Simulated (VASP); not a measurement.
A run of VASP 6.6.1:

Contents of INCAR:

```
PREC     = Accurate       # precision mode
ENCUT    = 520            # plane-wave cutoff, eV
EDIFF    = 1E-6           # SCF threshold, eV
ISMEAR   = 0              # smearing method
SIGMA    = 0.02           # smearing width, eV
LREAL    = False          # projectors in reciprocal space
LASPH    = True           # aspherical terms in the spheres
NELM     = 60             # most SCF steps
ALGO     = Normal         # electronic algorithm
ISIF     = 2              # what is computed and relaxed
LWAVE    = False          # write WAVECAR
LCHARG   = False          # write CHGCAR
GGA      = PE             # functional
NBANDS   = 31             # bands
```

KPOINTS

```
regular mesh
0
Gamma
  10 10 6
```

POSCAR

```
SiC4
1.0
    4.0876446450      0.0032517614      0.0020751081
   -1.9299110575      3.8762862433     -0.0015508801
   -0.4474341672     -1.2283280938      7.2219741026
Si C
2 8
Direct
    0.4599360523      0.2210306492      0.7593407348
    0.5400639477      0.7789693508      0.2406592652
    0.8989329862      0.3860647722      0.9226110593
    0.4578901159      0.4477093131      0.4066451568
    0.5421098841      0.5522906869      0.5933548432
    0.1010670138      0.6139352278      0.0773889407
    0.6502292734      0.9005472584      0.6939853698
    0.0222203018      0.8671020442      0.1947825458
    0.9777796982      0.1328979558      0.8052174542
    0.3497707266      0.0994527416      0.3060146302
```

Potentials or basis: VASP PAW PBE potentials, release 64 (Si, C).

Run with:

```sh
$ cat potpaw_PBE.64/Si/POTCAR potpaw_PBE.64/C/POTCAR > POTCAR
$ mpirun -np 1 vasp_std > vasp.out
```

Hardware: 1 thread of Oxide Virtual Turin-like Processor, on a shared host.

Question: Estimate the wall time of this run.

Answer: Run time: 24 min on 1 thread of Oxide Virtual Turin-like Processor, with other jobs on the host, peak memory 0.75 GiB. Counts: scf iterations 15, k points 304.
